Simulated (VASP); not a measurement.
# CdS (P3m1) in VASP: notebook

The runs below take CdS through single point, with PBE+D3(BJ).

All numbers are computed with VASP 6.6.1; they aren't measurements. Logs are shortened: lines on timing, memory, paths and dates and some standing lists are left out, and cuts for length are marked.

### 1 The cell of the first run

The structure is trigonal, space group P3m1 (No. 156). Conventional cell: a = 4.098 Å, b = 4.098 Å, c = 3.828 Å, α = 90.00°, β = 90.00°, γ = 120.00°. Within 3.3 Å of Cd (site symmetry 3m) lie 3 S at 2.47 Å. S (site symmetry 3m) has 3 Cd at 2.47 Å within 3.3 Å.

### 2 Single point, PBE+D3(BJ)

The input, INCAR:

```
PREC = Accurate ; ENCUT = 520
EDIFF = 1E-6 ; ISMEAR = 0
SIGMA = 0.02 ; LREAL = False
LASPH = True ; NELM = 80
ALGO = Normal ; ISIF = 2
LWAVE = False ; LCHARG = False
GGA = PE ; IVDW = 12
NBANDS = 16
```

The input, KPOINTS:

```
Automatic mesh
0
Gamma
  6 6 6
```

The input, POSCAR:

```
CdS
1.0
    4.0976668513      0.0000000000      0.0000000000
   -2.0488334257      3.5486835895      0.0000000000
    0.0000000000      0.0000000000      3.8283122367
Cd S
1 1
Direct
    0.0000000000      0.0000000000      0.5307944175
    0.6666666667      0.3333333333      0.3462055825
```

Potentials or basis: VASP PAW PBE potentials, release 64 (Cd, S).

Started as:

```console
> cat potpaw_PBE.64/Cd/POTCAR potpaw_PBE.64/S/POTCAR > POTCAR
> mpirun -np 1 vasp_std > vasp.out
```

OUTCAR:

```text
PREC = Accurate
   ENCUT = 520
   EDIFF = 1E-6
   ISMEAR = 0
   LREAL = False
   LASPH = True
   NELM = 80
   ISIF = 2
   GGA = PE
   IVDW = 12
 IVDW          = 12

 ion  position               nearest neighbor table
   1  0.000  0.000  0.531-   2 2.47   2 2.47   2 2.47
   2  0.667  0.333  0.346-   1 2.47   1 2.47   1 2.47

  LATTYP: Found a hexagonal cell.
 ALAT       =     4.0976668513
 C/A-ratio  =     0.9342663461

  Lattice vectors:

 A1 = (   4.0976668513,   0.0000000000,   0.0000000000)
 A2 = (  -2.0488334257,   3.5486835895,   0.0000000000)
 A3 = (   0.0000000000,   0.0000000000,   3.8283122367)

Analysis of symmetry for initial positions (statically):
=====================================================================
 Subroutine PRICEL returns:
 Original cell was already a primitive cell.

 Routine SETGRP: Setting up the symmetry group for a
 hexagonal supercell.

 Subroutine GETGRP returns: Found  6 space group operations
 (whereof  6 operations were pure point group operations)
 out of a pool of 24 trial point group operations.

The static configuration has the point symmetry C_3v.

Analysis of symmetry for dynamics (positions and initial velocities):
=====================================================================
 Subroutine PRICEL returns:
 Original cell was already a primitive cell.

 Routine SETGRP: Setting up the symmetry group for a
 hexagonal supercell.

 Subroutine GETGRP returns: Found  6 space group operations
 (whereof  6 operations were pure point group operations)
 out of a pool of 24 trial point group operations.

The dynamic configuration has the point symmetry C_3v.

 Subroutine INISYM returns: Found  6 space group operations
 (whereof  6 operations are pure point group operations),
 and found     1 'primitive' translations

----------------------------------------------------------------------------------------

                                     Primitive cell

  volume of cell :      55.6687

  direct lattice vectors                    reciprocal lattice vectors
     4.097666851  0.000000000  0.000000000     0.244041313  0.140897318  0.000000000
    -2.048833426  3.548683589  0.000000000     0.000000000  0.281794636  0.000000000
     0.000000000  0.000000000  3.828312237     0.000000000  0.000000000  0.261211714

  length of vectors
     4.097666851  4.097666851  3.828312237     0.281794636  0.281794636  0.261211714

  position of ions in fractional coordinates (direct lattice)
     0.000000000  0.000000000  0.530794417
     0.666666667  0.333333333  0.346205582

  ion indices of the primitive-cell ions
   primitive index   ion index
                 1           1
                 2           2

----------------------------------------------------------------------------------------

 KPOINTS: Automatic mesh

Automatic generation of k-mesh.
 Grid dimensions read from file:
 generate k-points for:    6    6    6

 Generating k-lattice:

  Cartesian coordinates                     Fractional coordinates (reciprocal lattice)
     0.040673552  0.023482886  0.000000000     0.166666667  0.000000000  0.000000000
     0.000000000  0.046965773  0.000000000     0.000000000  0.166666667  0.000000000
     0.000000000  0.000000000  0.043535286     0.000000000  0.000000000  0.166666667

  Length of vectors
     0.046965773  0.046965773  0.043535286

  Shift w.r.t. Gamma in fractional coordinates (k-lattice)
     0.000000000  0.000000000  0.000000000

 Subroutine IBZKPT returns following result:
 ===========================================

 Found     34 irreducible k-points:

 Following reciprocal coordinates:
            Coordinates               Weight
  0.000000  0.000000  0.000000      1.000000
  0.166667  0.000000  0.000000      6.000000
  0.333333  0.000000  0.000000      6.000000
  0.500000  0.000000  0.000000      3.000000
  0.166667  0.166667  0.000000      6.000000
  0.333333  0.166667  0.000000     12.000000
[... 16 lines left out ...]
  0.500000  0.000000  0.333333      6.000000
  0.166667  0.166667  0.333333     12.000000
 [... further k-points ...]
   k-points           NKPTS =     34   k-points in BZ     NKDIM =     34   number of bands    NBANDS=     16
   number of dos      NEDOS =    301   number of ions     NIONS =      2
   total plane-waves  NPLWV =  25200
   dimension x,y,z NGX =    30 NGY =   30 NGZ =   28
   dimension x,y,z NGXF=    60 NGYF=   60 NGZF=   56
   ions per type =               1   1
   NGX,Y,Z   is equivalent  to a cutoff of  12.17, 12.17, 12.16 a.u.
   NGXF,Y,Z  is equivalent  to a cutoff of  24.34, 24.34, 24.32 a.u.
 SYSTEM =  unknown system
   PREC   = accura    normal or accurate (medium, high low for compatibility)
   ISTART =      0    job   : 0-new  1-cont  2-samecut
   ICHARG =      2    charge: 1-file 2-atom 10-const
   ISPIN  =      1    spin polarized calculation?
   LNONCOLLINEAR =      F non collinear calculations
   LSORBIT =      F    spin-orbit coupling
   LASPH  =      T    aspherical Exc in radial PAW
   ENCUT  =  520.0 eV  38.22 Ry    6.18 a.u.   7.62  7.62  7.12*2*pi/ulx,y,z
   NELM   =     80;   NELMIN=  2; NELMDL= -5     # of ELM steps
   EDIFF  = 0.1E-05   stopping-criterion for ELM
   LREAL  =      F    real-space projection
[... 7 lines left out ...]
   TEBEG  =    0.0;   TEEND  =   0.0 temperature during run
   PSTRESS=    0.0 pullay stress
   NELECT =      18.0000    total number of electrons
   NUPDOWN=      -1.0000    fix difference up-down
   EMIN   =  10.00;   EMAX   =-10.00  energy-range for DOS
   EFERMI =   0.00;   METHOD = LEGACY
   ISMEAR =     0;   SIGMA  =   0.02  broadening in eV -4-tet -1-fermi 0-gaus
   EFERMI_NEDOS =   21; number of points for ismear=-14 and -15
   IALGO  =     38    algorithm
   IMIX   =      4    mixing-type and parameters
     AMIX     =   0.40;   BMIX     =  1.00
     AMIX_MAG =   1.60;   BMIX_MAG =  1.00
  volume/ion in A,a.u.               =      27.83       187.84
  Fermi-wavevector in a.u.,A,eV,Ry     =   1.123644  2.123378 17.178374  1.262575
  Thomas-Fermi vector in A             =   2.260311
   LORBIT       =      0    0 simple, 1 ext, 2 COOP (PROOUT), +10 PAW based schemes
   GGA     = PE    functional components
   LHFCALC =     F    Hartree Fock is set to
   AEXX    =    0.0000 exact exchange contribution
   IVDW    =    12    specifies the selected vdW correction
   LEPSILON=     F    determine dielectric tensor
   LRPA    =     F    only Hartree local field effects (RPA)
 non-spin polarized calculation
 Gauss-broadening in eV      SIGMA  =   0.02
  energy-cutoff  :      520.00
  volume of cell :       55.67
 maximum number of plane-waves:      1518
   NGX = 15   NGY = 15   NGZ = 15

 number of electron      18.0000004 magnetization

 Free energy of the ion-electron system (eV)
  ---------------------------------------------------
  ext. energy  EPLUGINS =         0.00000000
  ---------------------------------------------------
  free energy    TOTEN  =        -5.53880557 eV

  energy without entropy =       -5.53880557  energy(sigma->0) =       -5.53880557

 E-fermi :   0.7852     XC(G=0):  -8.6146

 val. band max:        0.6739774150   @ k =   0.3333   0.3333   0.0000
 cond. band min:       1.5917379022   @ k =   0.0000   0.0000   0.0000
 fundamental gap:      0.9177604871
 Fermi energy:         0.7851915545

 k-point     1 :       0.0000    0.0000    0.0000
  band No.  band energies     occupation
      1     -11.4752      2.00000
      2      -7.2882      2.00000
      3      -7.2882      2.00000
      4      -7.0087      2.00000
      5      -6.8101      2.00000
      6      -6.8101      2.00000
[... 8 lines left out ...]
     15      12.9008      0.00000
     16      13.8710      0.00000

 k-point     2 :       0.1667    0.0000    0.0000
  band No.  band energies     occupation
      1     -11.3863      2.00000
      2      -7.2390      2.00000
      3      -7.2285      2.00000
      4      -6.9546      2.00000
      5      -6.8202      2.00000
      6      -6.8068      2.00000
[... 8 lines left out ...]
     15      12.8864      0.00000
     16      13.5117      0.00000

 k-point     3 :       0.3333    0.0000    0.0000
  band No.  band energies     occupation
      1     -11.2086      2.00000
      2      -7.1213      2.00000
      3      -7.1139      2.00000
      4      -6.8877      2.00000
      5      -6.7862      2.00000
      6      -6.6841      2.00000
[... 8 lines left out ...]
     15      11.7820      0.00000
     16      12.9660      0.00000

 k-point     4 :       0.5000    0.0000    0.0000
  band No.  band energies     occupation
      1     -11.1210      2.00000
      2      -7.0746      2.00000
      3      -7.0640      2.00000
      4      -6.8918      2.00000
      5      -6.7631      2.00000
      6      -6.4255      2.00000
[... 8 lines left out ...]
     15      12.2793      0.00000
     16      12.8097      0.00000

 k-point     5 :       0.1667    0.1667    0.0000
  band No.  band energies     occupation
      1     -11.2532      2.00000
      2      -7.1753      2.00000
      3      -7.1162      2.00000
      4      -6.8869      2.00000
      5      -6.8137      2.00000
      6      -6.7426      2.00000
[... 8 lines left out ...]
     15      12.0463      0.00000
     16      12.8831      0.00000

 k-point     6 :       0.3333    0.1667    0.0000
  band No.  band energies     occupation
      1     -11.1223      2.00000
      2      -7.0905      2.00000
      3      -7.0508      2.00000
      4      -6.8797      2.00000
      5      -6.7962      2.00000
      6      -6.4244      2.00000
[... 8 lines left out ...]
     15      11.3267      0.00000
     16      12.3306      0.00000
[... 267 lines left out ...]
 k-point    21 :       0.3333    0.0000    0.3333
  band No.  band energies     occupation
      1     -11.0521      2.00000
      2      -7.1347      2.00000
      3      -7.0968      2.00000
      4      -6.9123      2.00000
      5      -6.8175      2.00000
      6      -6.5354      2.00000
[... 8 lines left out ...]
     15      11.5821      0.00000
     16      12.7707      0.00000

 k-point    22 :       0.0000    0.3333    0.3333
  band No.  band energies     occupation
      1     -11.0531      2.00000
      2      -7.1406      2.00000
      3      -7.0912      2.00000
      4      -6.9125      2.00000
      5      -6.8133      2.00000
      6      -6.5262      2.00000
[... 8 lines left out ...]
     15      11.7118      0.00000
     16      12.5240      0.00000

 k-point    23 :       0.5000    0.0000    0.3333
  band No.  band energies     occupation
      1     -10.9795      2.00000
      2      -7.1024      2.00000
      3      -7.0679      2.00000
      4      -6.8625      2.00000
      5      -6.7839      2.00000
      6      -6.3606      2.00000
[... 8 lines left out ...]
     15      12.7899      0.00000
     16      13.2465      0.00000

 k-point    24 :       0.1667    0.1667    0.3333
  band No.  band energies     occupation
      1     -11.0900      2.00000
      2      -7.1753      2.00000
      3      -7.1017      2.00000
      4      -6.9302      2.00000
      5      -6.8279      2.00000
      6      -6.5805      2.00000
[... 8 lines left out ...]
     15      11.4161      0.00000
     16      13.1524      0.00000

 [... further k-points ...]

------------------------ aborting loop because EDIFF is reached ----------------------------------------

 Edisp (eV)   -0.54009

 E8    (eV) :    -0.2197

  FORCE on cell =-STRESS in cart. coord.  units (eV):
  Direction    XX          YY          ZZ          XY          YZ          ZX
  --------------------------------------------------------------------------------------
  -------------------------------------------------------------------------------------
  Total       0.14601     0.14601     0.02354    -0.00000     0.00000    -0.00000
  in kB       4.20216     4.20216     0.67737    -0.00000     0.00000    -0.00000
  external pressure =        3.03 kB  Pullay stress =        0.00 kB

 VOLUME and BASIS-vectors are now :
 -----------------------------------------------------------------------------
  energy-cutoff  :      520.00
  volume of cell :       55.67
      direct lattice vectors                 reciprocal lattice vectors
     4.097666851  0.000000000  0.000000000     0.244041313  0.140897318  0.000000000
    -2.048833426  3.548683589  0.000000000     0.000000000  0.281794636  0.000000000
     0.000000000  0.000000000  3.828312237     0.000000000  0.000000000  0.261211714

 POSITION                                       TOTAL-FORCE (eV/Angst)
 -----------------------------------------------------------------------------------
      0.00000      0.00000      2.03205        -0.000000     -0.000000      0.029013
      2.04883      1.18289      1.32538         0.000000      0.000000     -0.029013
 -----------------------------------------------------------------------------------
    total drift:                                0.000000     -0.000000     -0.000405

  FREE ENERGIE OF THE ION-ELECTRON SYSTEM (eV)
  ---------------------------------------------------
  free  energy   TOTEN  =        -6.0788910822 eV

  energy  without entropy=       -6.0788910822  energy(sigma->0) =       -6.07889108
```

It took 11 s on 1 thread of Intel Xeon 6975P-C (Granite Rapids), shared host; peak memory 0.18 GiB.

Results:

* Free energy: -6.0789 eV
* Pressure: 0.3 GPa
* Largest force: 0.029 eV/Å
* Band gap on the k mesh: 0.92 eV, indirect (least direct gap 1.24 eV)
* Dispersion energy per atom: -0.270 eV

Forces on the atoms (eV/Å):
```
Cd   0.000  0.000  0.029
S    0.000  0.000 -0.029
```

Stress tensor (GPa, compression positive):
```
0.42 0.00 0.00
0.00 0.42 0.00
0.00 0.00 0.07
```

Levels at points of the mesh, in eV from the valence-band top:
```tsv
k point	band 6	band 7	band 8	band 9	band 10	band 11	band 12	band 13
(0.00, 0.00, 0.00)	-7.48	-0.73	-0.32	-0.32	0.92	5.86	6.54	6.54
(0.50, 0.00, 0.00)	-7.10	-4.45	-1.56	-0.10	2.88	5.77	7.63	9.37
(0.00, 0.00, 0.50)	-7.36	-3.13	-0.11	-0.11	2.96	4.77	7.43	7.43
(0.50, 0.00, 0.50)	-7.01	-3.61	-1.83	-1.16	1.97	4.75	7.42	7.83
```

### 3 Single point, PBE+D3(BJ)

The input, INCAR:

```
PREC = Accurate
ENCUT = 520
EDIFF = 1E-6
ISMEAR = 0
SIGMA = 0.05
LREAL = F
LASPH = T
NELM = 60
ALGO = Normal
ISIF = 2
LWAVE = F
LCHARG = F
GGA = PE
IVDW = 12
NBANDS = 16
```

The input, KPOINTS:

```
regular mesh
0
Gamma
  6 6 8
```

POSCAR is that of step 2.

Potentials or basis: VASP PAW PBE potentials, release 64 (Cd, S).

Started as:

```console
> cat potpaw_PBE.64/Cd/POTCAR potpaw_PBE.64/S/POTCAR > POTCAR
> mpirun -np 1 vasp_std > vasp.out
```

OUTCAR:

```text
PREC = Accurate
   ENCUT = 520
   EDIFF = 1E-6
   ISMEAR = 0
   LREAL = F
   LASPH = T
   NELM = 60
   ISIF = 2
   GGA = PE
   IVDW = 12
 IVDW          = 12

 ion  position               nearest neighbor table
   1  0.000  0.000  0.531-   2 2.47   2 2.47   2 2.47
   2  0.667  0.333  0.346-   1 2.47   1 2.47   1 2.47

  LATTYP: Found a hexagonal cell.
 ALAT       =     4.0976668513
 C/A-ratio  =     0.9342663461

  Lattice vectors:

 A1 = (   4.0976668513,   0.0000000000,   0.0000000000)
 A2 = (  -2.0488334257,   3.5486835895,   0.0000000000)
 A3 = (   0.0000000000,   0.0000000000,   3.8283122367)

Analysis of symmetry for initial positions (statically):
=====================================================================
 Subroutine PRICEL returns:
 Original cell was already a primitive cell.

 Routine SETGRP: Setting up the symmetry group for a
 hexagonal supercell.

 Subroutine GETGRP returns: Found  6 space group operations
 (whereof  6 operations were pure point group operations)
 out of a pool of 24 trial point group operations.

The static configuration has the point symmetry C_3v.

[... 157 lines left out ...]

  energy without entropy =       -5.53921376  energy(sigma->0) =       -5.53921376

 E-fermi :   0.9234     XC(G=0):  -8.6149

 val. band max:        0.6733366385   @ k =   0.3333   0.3333   0.0000
 cond. band min:       1.5914200174   @ k =   0.0000   0.0000   0.0000
 fundamental gap:      0.9180833789
 Fermi energy:         0.9233770819

 k-point     1 :       0.0000    0.0000    0.0000
  band No.  band energies     occupation
      1     -11.4757      2.00000
      2      -7.2883      2.00000
      3      -7.2883      2.00000
      4      -7.0088      2.00000
      5      -6.8102      2.00000
      6      -6.8102      2.00000
[... 433 lines left out ...]
      3      -7.1070      2.00000
      4      -6.9133      2.00000
      5      -6.8222      2.00000
      6      -6.6452      2.00000
[... 8 lines left out ...]
     15      11.0037      0.00000
     16      13.6415      0.00000

 [... further k-points ...]

------------------------ aborting loop because EDIFF is reached ----------------------------------------

 Edisp (eV)   -0.54009

 E8    (eV) :    -0.2197

  FORCE on cell =-STRESS in cart. coord.  units (eV):
  Direction    XX          YY          ZZ          XY          YZ          ZX
  --------------------------------------------------------------------------------------
  -------------------------------------------------------------------------------------
  Total       0.14616     0.14616     0.01761    -0.00000     0.00000     0.00000
  in kB       4.20665     4.20665     0.50678    -0.00000     0.00000     0.00000
  external pressure =        2.97 kB  Pullay stress =        0.00 kB

 VOLUME and BASIS-vectors are now :
 -----------------------------------------------------------------------------
  energy-cutoff  :      520.00
  volume of cell :       55.67
      direct lattice vectors                 reciprocal lattice vectors
     4.097666851  0.000000000  0.000000000     0.244041313  0.140897318  0.000000000
    -2.048833426  3.548683589  0.000000000     0.000000000  0.281794636  0.000000000
     0.000000000  0.000000000  3.828312237     0.000000000  0.000000000  0.261211714

 POSITION                                       TOTAL-FORCE (eV/Angst)
 -----------------------------------------------------------------------------------
      0.00000      0.00000      2.03205         0.000000      0.000000      0.030307
      2.04883      1.18289      1.32538        -0.000000      0.000000     -0.030307
 -----------------------------------------------------------------------------------
    total drift:                                0.000000     -0.000000     -0.000408

  FREE ENERGIE OF THE ION-ELECTRON SYSTEM (eV)
  ---------------------------------------------------
  free  energy   TOTEN  =        -6.0792992678 eV

  energy  without entropy=       -6.0792992678  energy(sigma->0) =       -6.07929927
```

OSZICAR:

```text
N       E                     dE             d eps       ncg     rms          rms(c)
DAV:   1     0.107498079940E+03    0.10750E+03   -0.87346E+03  1416   0.101E+03
DAV:   2    -0.200227101270E+01   -0.10950E+03   -0.10295E+03  1744   0.250E+02
DAV:   3    -0.627898612500E+01   -0.42767E+01   -0.42700E+01  1736   0.509E+01
DAV:   4    -0.630712799359E+01   -0.28142E-01   -0.28140E-01  1848   0.403E+00
DAV:   5    -0.630755354394E+01   -0.42555E-03   -0.42555E-03  1680   0.469E-01    0.785E+00
DAV:   6    -0.557320263673E+01    0.73435E+00   -0.10721E+00  2056   0.127E+01    0.629E+00
DAV:   7    -0.554254888356E+01    0.30654E-01   -0.27336E-01  1680   0.357E+00    0.310E+00
DAV:   8    -0.553952980627E+01    0.30191E-02   -0.24807E-02  1592   0.188E+00    0.327E-01
DAV:   9    -0.553895981315E+01    0.56999E-03   -0.36319E-03  1824   0.807E-01    0.924E-02
DAV:  10    -0.553911408249E+01   -0.15427E-03   -0.43790E-04  1712   0.200E-01    0.859E-02
DAV:  11    -0.553922394146E+01   -0.10986E-03   -0.18918E-04  1648   0.974E-02    0.361E-02
DAV:  12    -0.553921261193E+01    0.11330E-04   -0.26446E-05  1784   0.531E-02    0.112E-02
DAV:  13    -0.553921388994E+01   -0.12780E-05   -0.39556E-06  1648   0.131E-02    0.995E-03
DAV:  14    -0.553921375512E+01    0.13483E-06   -0.16651E-07  1408   0.470E-03
   1 F= -.60792993E+01 E0= -.60792993E+01  d E =-.269878E-14
```

stdout:

```text
POSCAR found type information on POSCAR CdS
 POSCAR found :  2 types and       2 ions
 scaLAPACK will be used
 LDA part: xc-table for (Slater+PW92), standard interpolation
 POSCAR, INCAR and KPOINTS ok, starting setup
 FFT: planning ... GRIDC
 FFT: planning ... GRID_SOFT
 FFT: planning ... GRID
 WAVECAR not read
 entering main loop
```

It took 14 s on 1 thread of Intel Xeon 6975P-C (Granite Rapids), shared host; peak memory 0.19 GiB.

Results:

```yaml
Free_energy: -6.0793 eV
Pressure: 0.3 GPa
Largest_force: 0.030 eV/Å
Band_gap_on_the_k_mesh: 0.92 eV, indirect (least direct gap 1.24 eV)
Dispersion_energy_per_atom: -0.270 eV
```

Forces on the atoms (eV/Å):
```
Cd   0.000  0.000  0.030
S    0.000  0.000 -0.030
```

A k mesh can miss the band edges. PBE gaps usually lie below the measured ones, often by a third to a half.
